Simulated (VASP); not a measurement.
# GaN (F-43m) in VASP: further runs

The runs below take GaN through single point, with PBE.

All numbers are computed with VASP 6.6.1; they aren't measurements. Logs are shortened: lines on timing, memory, paths and dates and some standing lists are left out, and cuts for length are marked.

## 1. The cell of the first run

Symmetry: F-43m, No. 216, cubic system. The conventional cell has a = 4.547 Å, b = 4.547 Å, c = 4.547 Å, α = 90.00°, β = 90.00°, γ = 90.00°. Ga (site symmetry -43m) has 4 N at 1.97 Å within 2.6 Å. Within 2.6 Å of N (site symmetry -43m) lie 4 Ga at 1.97 Å.

## 2. Single point, PBE

File INCAR:

```
  PREC = Accurate
  ENCUT = 600
  EDIFF = 1E-6
  ISMEAR = 0
  SIGMA = 0.01
  LREAL = False
  LASPH = True
  NELM = 120
  ALGO = Normal
  ISIF = 2
  LWAVE = False
  LCHARG = True
  GGA = PE
  LELF = True
  LVHAR = True
  NBANDS = 16
  GGA_COMPAT = False
```

File KPOINTS:

```
Automatic mesh
0
Gamma
  2 2 2
```

File POSCAR:

```
GaN
1.0
    0.0000000000      2.2737365900      2.2737365900
    2.2737365900      0.0000000000      2.2737365900
    2.2737365900      2.2737365900      0.0000000000
Ga N
1 1
Direct
    0.0000000000      0.0000000000      0.0000000000
    0.2500000000      0.2500000000      0.2500000000
```

Potentials or basis: VASP PAW PBE potentials, release 64 (Ga_d, N).

Launch:

```sh
> cat potpaw_PBE.64/Ga_d/POTCAR potpaw_PBE.64/N/POTCAR > POTCAR
> mpirun -np 1 vasp_std > vasp.out
```

OUTCAR:

```text
PREC = Accurate
   ENCUT = 600
   EDIFF = 1E-6
   ISMEAR = 0
   LREAL = False
   LASPH = True
   NELM = 120
   ISIF = 2
   GGA = PE

 ion  position               nearest neighbor table
   1  0.000  0.000  0.000-   2 1.97   2 1.97   2 1.97   2 1.97
   2  0.250  0.250  0.250-   1 1.97   1 1.97   1 1.97   1 1.97

  LATTYP: Found a face centered cubic cell.
 ALAT       =     4.5474731800

  Lattice vectors:

 A1 = (   0.0000000000,   2.2737365900,   2.2737365900)
 A2 = (   2.2737365900,   0.0000000000,   2.2737365900)
 A3 = (   2.2737365900,   2.2737365900,   0.0000000000)

Analysis of symmetry for initial positions (statically):
=====================================================================
 Subroutine PRICEL returns:
 Original cell was already a primitive cell.

 Routine SETGRP: Setting up the symmetry group for a
 face centered cubic supercell.

 Subroutine GETGRP returns: Found 24 space group operations
 (whereof 24 operations were pure point group operations)
 out of a pool of 48 trial point group operations.

The static configuration has the point symmetry T_d .

Analysis of symmetry for dynamics (positions and initial velocities):
=====================================================================
 Subroutine PRICEL returns:
 Original cell was already a primitive cell.

 Routine SETGRP: Setting up the symmetry group for a
 face centered cubic supercell.

 Subroutine GETGRP returns: Found 24 space group operations
 (whereof 24 operations were pure point group operations)
 out of a pool of 48 trial point group operations.

The dynamic configuration has the point symmetry T_d .

 Subroutine INISYM returns: Found 24 space group operations
 (whereof 24 operations are pure point group operations),
 and found     1 'primitive' translations

----------------------------------------------------------------------------------------

                                     Primitive cell

  volume of cell :      23.5099

  direct lattice vectors                    reciprocal lattice vectors
     0.000000000  2.273736590  2.273736590    -0.219902341  0.219902341  0.219902341
     2.273736590  0.000000000  2.273736590     0.219902341 -0.219902341  0.219902341
     2.273736590  2.273736590  0.000000000     0.219902341  0.219902341 -0.219902341

  length of vectors
     3.215549123  3.215549123  3.215549123     0.380882028  0.380882028  0.380882028
[... 57 lines left out ...]
   ENCUT  =  600.0 eV  44.10 Ry    6.64 a.u.   6.42  6.42  6.42*2*pi/ulx,y,z
   NELM   =    120;   NELMIN=  2; NELMDL= -5     # of ELM steps
   EDIFF  = 0.1E-05   stopping-criterion for ELM
   LREAL  =      F    real-space projection
   EDIFFG = 0.1E-04   stopping-criterion for IOM
   NSW    =      0    number of steps for IOM
   IBRION =     -1    ionic relax: 0-MD 1-quasi-New 2-CG
   NFREE  =      0    steps in history (QN), initial steepest desc. (CG)
   ISIF   =      2    stress and relaxation
   ISYM   =      2    0-nonsym 1-usesym 2-fastsym
   POTIM  = 0.5000    time-step for ionic-motion
   TEBEG  =    0.0;   TEEND  =   0.0 temperature during run
   PSTRESS=    0.0 pullay stress
   NELECT =      18.0000    total number of electrons
   NUPDOWN=      -1.0000    fix difference up-down
   EMIN   =  10.00;   EMAX   =-10.00  energy-range for DOS
   EFERMI =   0.00;   METHOD = LEGACY
   ISMEAR =     0;   SIGMA  =   0.01  broadening in eV -4-tet -1-fermi 0-gaus
   EFERMI_NEDOS =   21; number of points for ismear=-14 and -15
   IALGO  =     38    algorithm
   IMIX   =      4    mixing-type and parameters
     AMIX     =   0.40;   BMIX     =  1.00
     AMIX_MAG =   1.60;   BMIX_MAG =  1.00
  volume/ion in A,a.u.               =      11.75        79.33
  Fermi-wavevector in a.u.,A,eV,Ry     =   1.497668  2.830182 30.517991  2.243009
  Thomas-Fermi vector in A             =   2.609526
   LORBIT       =      0    0 simple, 1 ext, 2 COOP (PROOUT), +10 PAW based schemes
   GGA     = PE    functional components
   LHFCALC =     F    Hartree Fock is set to
   AEXX    =    0.0000 exact exchange contribution
   IVDW    =     0    specifies the selected vdW correction
   LEPSILON=     F    determine dielectric tensor
   LRPA    =     F    only Hartree local field effects (RPA)
 non-spin polarized calculation
 Gauss-broadening in eV      SIGMA  =   0.01
  energy-cutoff  :      600.00
  volume of cell :       23.51
 maximum number of plane-waves:       790
 NGX is ok and might be reduce to    28
   NGX = 13   NGY = 13   NGZ = 13

 number of electron      18.0000002 magnetization

 Free energy of the ion-electron system (eV)
  ---------------------------------------------------
  ext. energy  EPLUGINS =         0.00000000
  ---------------------------------------------------
  free energy    TOTEN  =       -10.44543109 eV

  energy without entropy =      -10.44543109  energy(sigma->0) =      -10.44543109

 E-fermi :   5.7209     XC(G=0): -11.3660

 val. band max:        5.6258082062   @ k =   0.0000   0.0000   0.0000
 cond. band min:       6.9312685718   @ k =   0.0000   0.0000   0.0000
 fundamental gap:      1.3054603656
 Fermi energy:         5.7208912195

 k-point     1 :       0.0000    0.0000    0.0000
  band No.  band energies     occupation
      1     -10.2532      2.00000
      2      -8.5020      2.00000
      3      -8.5020      2.00000
      4      -8.5020      2.00000
      5      -8.2335      2.00000
      6      -8.2335      2.00000
[... 34 lines left out ...]
      3      -8.2352      2.00000
      4      -8.2352      2.00000
      5      -8.1634      2.00000
      6      -6.1493      2.00000
[... 8 lines left out ...]
     15      26.5124      0.00000
     16      29.4916      0.00000

------------------------ aborting loop because EDIFF is reached ----------------------------------------

  FORCE on cell =-STRESS in cart. coord.  units (eV):
  Direction    XX          YY          ZZ          XY          YZ          ZX
  --------------------------------------------------------------------------------------
  -------------------------------------------------------------------------------------
  Total        0.4812839      0.4812839      0.4812839      0.0000000      0.0000000      0.0000000
  in kB       32.7990675     32.7990675     32.7990675      0.0000000      0.0000000      0.0000000
  external PRESSURE =      32.7990675 kB  Pullay stress =       0.0000000 kB

 VOLUME and BASIS-vectors are now :
 -----------------------------------------------------------------------------
  energy-cutoff  :      600.00
  volume of cell :       23.51
      direct lattice vectors                 reciprocal lattice vectors
     0.000000000  2.273736590  2.273736590    -0.219902341  0.219902341  0.219902341
     2.273736590  0.000000000  2.273736590     0.219902341 -0.219902341  0.219902341
     2.273736590  2.273736590  0.000000000     0.219902341  0.219902341 -0.219902341

 POSITION                                       TOTAL-FORCE (eV/Angst)
 -----------------------------------------------------------------------------------
      0.00000      0.00000      0.00000         0.000000      0.000000      0.000000
      1.13687      1.13687      1.13687        -0.000000     -0.000000     -0.000000
 -----------------------------------------------------------------------------------
    total drift:                                0.000000      0.000000      0.000000

  FREE ENERGIE OF THE ION-ELECTRON SYSTEM (eV)
  ---------------------------------------------------
  free  energy   TOTEN  =       -10.4454310866 eV

  energy  without entropy=      -10.4454310866  energy(sigma->0) =      -10.44543109
```

OSZICAR:

```text
N       E                     dE             d eps       ncg     rms          rms(c)
DAV:   1     0.828188612458E+02    0.82819E+02   -0.10103E+04   112   0.221E+03
DAV:   2    -0.805859776403E+01   -0.90877E+02   -0.81517E+02   104   0.321E+02
DAV:   3    -0.131602780260E+02   -0.51017E+01   -0.50845E+01   112   0.695E+01
DAV:   4    -0.132176730354E+02   -0.57395E-01   -0.57391E-01   128   0.774E+00
DAV:   5    -0.132183945685E+02   -0.72153E-03   -0.72153E-03   112   0.799E-01    0.876E+00
DAV:   6    -0.104247900053E+02    0.27936E+01   -0.60185E+00   144   0.447E+01    0.306E+00
DAV:   7    -0.104428888760E+02   -0.18099E-01   -0.50631E-01    96   0.603E+00    0.194E+00
DAV:   8    -0.104477528126E+02   -0.48639E-02   -0.56899E-02   104   0.405E+00    0.457E-01
DAV:   9    -0.104450106097E+02    0.27422E-02   -0.15765E-02   128   0.317E+00    0.165E-01
DAV:  10    -0.104452147231E+02   -0.20411E-03   -0.94164E-04   112   0.324E-01    0.964E-02
DAV:  11    -0.104454292919E+02   -0.21457E-03   -0.47094E-04   120   0.399E-01    0.308E-02
DAV:  12    -0.104454305741E+02   -0.12821E-05   -0.92569E-05   112   0.878E-02    0.122E-02
DAV:  13    -0.104454310866E+02   -0.51251E-06   -0.23601E-06    96   0.116E-02
   1 F= -.10445431E+02 E0= -.10445431E+02  d E =-.115212E-41
```

stdout:

```text
POSCAR found type information on POSCAR GaN
 POSCAR found :  2 types and       2 ions
 scaLAPACK will be used
 LDA part: xc-table for (Slater+PW92), standard interpolation
 POSCAR, INCAR and KPOINTS ok, starting setup
 FFT: planning ... GRIDC
 FFT: planning ... GRID_SOFT
 FFT: planning ... GRID
 WAVECAR not read
 entering main loop
```

It used 6.1 s of CPU time on 1 thread of AMD EPYC 7R13 Processor (Zen 3), on a shared host.

Results:

```yaml
Free_energy: -10.4454 eV
Pressure: 3.3 GPa
Band_gap_on_the_k_mesh: 1.31 eV, direct
```

Caveat: the k points lie up to 1.20 Å⁻¹ apart.

## 3. Single point, PBE

File INCAR:

```
SYSTEM = GaN
PREC = Accurate
ENCUT = 600
EDIFF = 1E-6
ISMEAR = 0
SIGMA = 0.01
LREAL = .False.
LASPH = .True.
NELM = 120
ALGO = Normal
ISIF = 2
LWAVE = .False.
LCHARG = .False.
GGA = PE
NBANDS = 16
GGA_COMPAT = .False.
```

File KPOINTS:

```
regular mesh
0
Gamma
  2 2 2
  0 0 0
```

POSCAR is that of step 2.

Potentials or basis: VASP PAW PBE potentials, release 64 (Ga_d, N).

Launch:

```sh
> cat potpaw_PBE.64/Ga_d/POTCAR potpaw_PBE.64/N/POTCAR > POTCAR
> mpirun -np 1 vasp_std > vasp.out
```

It used 5.5 s of CPU time on 1 thread of AMD EPYC 7R13 Processor (Zen 3) (shared host).

The run converged. Its results:

```
Free energy            : -10.4454 eV
Pressure               : 3.3 GPa
Band gap on the k mesh : 1.31 eV, direct
```

Levels at points of the mesh, in eV from the valence-band top:
```
           k point  band 7  band 8  band 9  band 10  band 11  band 12
(0.00, 0.00, 0.00)    0.00    0.00    0.00     1.31     9.55     9.55
(0.50, 0.00, 0.00)   -7.21   -0.99   -0.99     4.07     8.47     9.67
(0.50, 0.50, 0.00)   -6.36   -2.77   -2.77     2.86     6.06    11.44
```

Caveat: the k points lie up to 1.20 Å⁻¹ apart.

## 4. Single point, PBE

This run uses another cell than the first one, of 10.42 Å³/atom, 0.887 times its volume.

File INCAR:

```
  ALGO = Normal
  EDIFF = 1E-6
  ENCUT = 600
  GGA = PE
  GGA_COMPAT = False
  ISIF = 2
  ISMEAR = 0
  LASPH = True
  LCHARG = False
  LREAL = False
  LWAVE = False
  NBANDS = 16
  NELM = 120
  PREC = Accurate
  SIGMA = 0.01
```

File KPOINTS:

```
k-points
0
Gamma
  3 3 3
```

File POSCAR:

```
GaN
1.0
    0.0000000000      2.1844770200      2.1844770200
    2.1844770200      0.0000000000      2.1844770200
    2.1844770200      2.1844770200      0.0000000000
Ga N
1 1
Direct
    0.0000000000      0.0000000000      0.0000000000
    0.2500000000      0.2500000000      0.2500000000
```

Launch:

```sh
> cat potpaw_PBE.64/Ga_d/POTCAR potpaw_PBE.64/N/POTCAR > POTCAR
> mpirun -np 1 vasp_std > vasp.out
```

It used 5.8 s of CPU time on 1 thread of AMD EPYC 7R13 Processor (Zen 3), with other jobs on the host.

It converged, with:

```
Free energy            : -11.6489 eV
Pressure               : 27.4 GPa
Band gap on the k mesh : 2.26 eV, direct
```

Levels at points of the mesh, in eV from the valence-band top:
```
           k point  band 5  band 6  band 7  band 8  band 9  band 10  band 11  band 12  band 13  band 14
(0.00, 0.00, 0.00)  -13.30  -13.30    0.00    0.00    0.00     2.26    10.75    10.75    10.75    18.75
```

Caveat: the k points lie up to 0.83 Å⁻¹ apart. Expect the measured gap to be larger: semilocal functionals such as PBE lack the derivative discontinuity.
